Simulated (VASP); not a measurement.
Set up this calculation in VASP 6.6.1, as the native input.

* Task: single point
* Functional: LDA
* Potentials or basis: VASP PAW LDA potentials, release 64 (B, P)
* Cutoff: 500 eV
* k mesh: 10 × 10 × 10
* Occupations: gaussian, width 0.01 eV
* Spin: no spin polarisation
* Dipole correction: no
* Further INCAR settings: ALGO = Normal; EDIFF = 1e-06; NBANDS = 11

The structure of BP (lda) lies in POSCAR:

```
BP
1.0
    0.0000000000      2.2601065234      2.2601065234
    2.2601065234      0.0000000000      2.2601065234
    2.2601065234      2.2601065234      0.0000000000
B P
1 1
Direct
    0.0000000000      0.0000000000      0.0000000000
    0.2500000000      0.2500000000      0.2500000000
```

This cell differs from its parent crystal: volume scaled by 1.02.

The input as run:

INCAR

```
PREC = Accurate ; ENCUT = 500
EDIFF = 1E-6 ; ISMEAR = 0
SIGMA = 0.01 ; LREAL = False
LASPH = True ; NELM = 120
ALGO = Normal ; ISIF = 2
LWAVE = False ; LCHARG = True
GGA = CA ; LELF = True
LVHAR = True ; NBANDS = 11
GGA_COMPAT = False
```

KPOINTS

```
regular mesh
0
Gamma
  10 10 10
```

Potentials or basis: VASP PAW LDA potentials, release 64 (B, P).

Launch:

```bash
$ cat potpaw_LDA.64/B/POTCAR potpaw_LDA.64/P/POTCAR > POTCAR
$ mpirun -np 1 vasp_std > vasp.out
```

It gave:

```
Pressure               : -3.4 GPa
Band gap on the k mesh : 1.17 eV, indirect (least direct gap 3.40 eV)
```

Run time: 5.8 s on 1 thread of Intel(R) Xeon(R) 6975P-C (Granite Rapids) (shared host), peak memory 0.12 GiB.
